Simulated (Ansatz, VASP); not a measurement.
# Two plane-wave programs on Rh

Contents of INCAR:

```
SYSTEM = Rh
PREC = Accurate
ENCUT = 500
EDIFF = 1E-6
ISMEAR = -1
SIGMA = 0.1
LREAL = .FALSE.
LASPH = .TRUE.
NELM = 200
ALGO = Normal
ISIF = 2
LWAVE = .FALSE.
LCHARG = .FALSE.
ISPIN = 2
MAGMOM = 0.25 0.25 -0.25 -0.25
LORBIT = 11
LMAXMIX = 4
LDAU = .TRUE.
LDAUTYPE = 2
LDAUL = 2
LDAUU = 4
LDAUJ = 0
LDAUPRINT = 1
GGA = PE
NBANDS = 42
GGA_COMPAT = .FALSE.
```

File KPOINTS:

```
regular mesh
0
G
  2 2 2
  0 0 0
```

The input POSCAR:

```
Rh
1.0
    3.8641930000      0.0000000000      0.0000000000
    0.0000000000      3.8641930000      0.0000000000
    0.0000000000      0.0000000000      3.8641930000
Rh
4
Direct
    0.0000000000      0.0000000000      0.0000000000
    0.5000000000      0.5000000000      0.0000000000
    0.5000000000      0.0000000000      0.5000000000
    0.0000000000      0.5000000000      0.5000000000
```

Input for Ansatz:

```yaml
crystal:
  lattice:
    - [3.864193, 0, 0]
    - [0, 3.864193, 0]
    - [0, 0, 3.864193]
  atoms:
    - { symbol: Rh, position: [0, 0, 0], spin: 0.25 }
    - { symbol: Rh, position: [0.5, 0.5, 0], spin: 0.25 }
    - { symbol: Rh, position: [0.5, 0, 0.5], spin: -0.25 }
    - { symbol: Rh, position: [0, 0.5, 0.5], spin: -0.25 }
kpoints:
  mp_grid: { grid: [2, 2, 2], shift: [0, 0, 0] }
hamiltonian:
  xc: pbe
  pseudopotentials: { kind: nc }
  hubbard: [{ species: Rh, l: d, u_eff: 4 }]
magnetization:
  spin_polarized: true
scf:
  occupations: { method: fermi_dirac, width: 0.1 }
  eigensolver: { full_accuracy: true }
```

Alike in both runs: task single point; functional PBE; k mesh 2 × 2 × 2; occupations fermi-dirac, width 0.1 eV; collinear spin; Hubbard terms Rh d U = 4.0 eV.

|  | VASP | Ansatz |
| --- | --- | --- |
| version | VASP 6.6.1 | Ansatz 0.2 development build |
| potentials or method | VASP PAW PBE potentials, release 64 (Rh_pv) | scalar-relativistic |
| plane-wave cutoff (eV) | 500 | 1197 |

|  | VASP | Ansatz | Ansatz less VASP |
| --- | --- | --- | --- |
| net moment per atom (μB) | 0.00 | 0.00 | 0.000 |

The programs project onto different local orbitals, so the same U acts differently, and such runs can settle in different states. Ansatz's warnings: filled band counts differ across k points, seeded moment not kept.

The k mesh is coarse, so the values compare programs but aren't converged.
